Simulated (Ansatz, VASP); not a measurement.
## TiB2: VASP beside Ansatz

```
Ti B
1.0
     3.02920    0.00000    0.00000
    -1.51460    2.62336    0.00000
     0.00000    0.00000    3.22840
Ti B
1 2
Direct
  0.00000 0.00000 0.00000
  0.66667 0.33333 0.50000
  0.33333 0.66667 0.50000
```

Alike in both runs: functional PBE0; k mesh 6 × 6 × 5; occupations fermi-dirac, width 0.05 eV; no spin polarisation.

```csv
,VASP,Ansatz
version,VASP 6.6.1,Ansatz 0.2.0
potentials or method,"VASP PAW PBE potentials, release 64 (Ti_sv, B)",Ansatz PAW
plane-wave cutoff (eV),520,420
valence electrons in the cell,18,18
task,single point,projected density of states
```

Ansatz gave:

* gap on the k mesh at the Fermi level (eV): none
* pressure (GPa): -5.0
* traceless stress, the component that is largest in VASP (GPa): -1.54

Estimate VASP's values.

gap on the k mesh at the Fermi level (eV): none; pressure (GPa): -5.0; traceless stress, the component that is largest in VASP (GPa): -1.32.

A gap of «none» marks a metal or a gap that the smearing closes.

The k mesh is coarse, so the values compare programs but aren't converged.
